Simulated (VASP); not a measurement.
Runs of VASP 6.6.1 on InAs. The structure is that of space group F-43m (No. 216), or close to it. The cells are those of the table. 

```csv
task,cell,cutoff (eV),gap on the mesh (eV),pressure (GPa)
relaxation of cell and atoms,"relaxed to 2 GPa from a = 4.261 Å, angles 60.0°, 2 atoms",600,none,2.0
single point,"a = 4.180 Å, angles 60.0°, 2 atoms",520,none,4.2
single point,"a = 4.130 Å, angles 60.0°, 2 atoms",520,(a),7.2
single point,"a = 4.089 Å, angles 60.0°, 2 atoms",520,(b),10.2
```

Alike in all rows: level LDA; potentials or basis VASP PAW LDA potentials, release 64 (In_d, As); no spin polarisation; k mesh 14 × 14 × 14; smearing fermi-dirac 0.08 eV.

Problem. Fill in the values left out.

Solution. (a) 0.14; (b) 0.29.

Caveats: semilocal functionals underestimate gaps, and a narrow one can read as zero; spin-orbit coupling is left out, which moves the levels of the heavy elements; the cell stands under pressure (at least some runs); the cell is relaxed towards a set pressure, so the run minimises the enthalpy, not the energy (at least some runs); the smearing spreads over this small gap (at least some runs).

A k mesh can miss the band edges, and the runs leave out spin-orbit coupling on As, In.

A gap of «none» marks levels without a gap at the run's occupations.
